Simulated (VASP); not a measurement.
The system is Ti.

```xyz
2
Lattice="2.9888 0.0000 0.0000 -1.4944 2.5884 0.0000 0.0000 0.0000 4.7416" Properties=species:S:1:pos:R:3 pbc="T T T"
Ti    1.4944    0.8628    3.5562
Ti    0.0000    1.7256    1.1854
```

Base run:

| Item | Value |
| --- | --- |
| Program | VASP 6.6.1 |
| Functional | revPBE |
| Dispersion | D3(BJ) |
| Potentials or basis | VASP PAW PBE potentials, release 64 (Ti_sv) |
| Cutoff | 520 eV |
| k mesh | 10 × 10 × 6 |
| Occupations | fermi-dirac, width 0.05 eV |
| Spin | no spin polarisation |

Its results: band gap on the k mesh zero (band 12 reaches 8.61 eV, above the bottom of band 13 at 7.60 eV); pressure -13.1 GPa.

Question: The run is repeated on the same cell with these changes: functional from revPBE to PBEsol. What comes out?

Answer: Band gap on the k mesh zero (band 12 reaches 8.39 eV, above the bottom of band 13 at 7.41 eV); pressure -14.5 GPa.

PBEsol binds more tightly than revPBE, so the same cell stands under less pressure.

Caveats: the PAW data sets were made with another functional, which shifts forces and pressure a little; pairwise dispersion overbinds metals, which lowers pressure and volume.
